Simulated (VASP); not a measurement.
A run of VASP 6.6.1 is set up as follows.

File POSCAR:

```
Hf
1.0
   -1.7458830264      1.7458830264      1.7458830264
    1.7458830264     -1.7458830264      1.7458830264
    1.7458830264      1.7458830264     -1.7458830264
Hf
1
Direct
    0.0000000000      0.0000000000      0.0000000000
```

INCAR.step1

```
PREC     = Accurate       # precision mode
ENCUT    = 520            # plane-wave cutoff, eV
ISMEAR   = 0              # smearing method
SIGMA    = 0.05           # smearing width, eV
LREAL    = False          # projectors in reciprocal space
LASPH    = True           # aspherical terms in the spheres
NELM     = 100            # most SCF steps
NBANDS   = 11             # bands
GGA      = PE             # functional
ALGO     = Normal         # electronic algorithm
EDIFF    = 1E-4           # SCF threshold, eV
LWAVE    = True           # write WAVECAR
LCHARG   = False          # write CHGCAR
```

Contents of INCAR.step2:

```
PREC     = Accurate       # precision mode
ENCUT    = 520            # plane-wave cutoff, eV
EDIFF    = 1E-6           # SCF threshold, eV
ISMEAR   = 0              # smearing method
SIGMA    = 0.05           # smearing width, eV
LREAL    = False          # projectors in reciprocal space
LASPH    = True           # aspherical terms in the spheres
NELM     = 100            # most SCF steps
ALGO     = Normal         # electronic algorithm
ISIF     = 2              # what is computed and relaxed
LWAVE    = False          # write WAVECAR
LCHARG   = True           # write CHGCAR
METAGGA  = R2SCAN         # meta-GGA
LMIXTAU  = True         
LELF     = True           # ELF
LVHAR    = True         
NBANDS   = 11             # bands
ISTART   = 1
```

File KPOINTS:

```
regular mesh
0
Gamma
  18 18 18
```

Potentials or basis: VASP PAW PBE potentials, release 64 (Hf_pv).

The run is started by

```bash
$ cat potpaw_PBE.64/Hf_pv/POTCAR > POTCAR
$ cp INCAR.step1 INCAR
$ mpirun -np 1 vasp_std > vasp.out
$ cp INCAR.step2 INCAR
$ mpirun -np 1 vasp_std > vasp.out
```

Q: Estimate the pressure.

A: 4.0 GPa.

Q: What does it give for the band gap on the k mesh?

A: Zero (band 5 reaches 6.61 eV, above the bottom of band 6 at 4.00 eV).

Caveat: the PAW data sets were made with another functional, which shifts forces and pressure a little; spin-orbit coupling is left out, which moves the levels of the heavy elements.
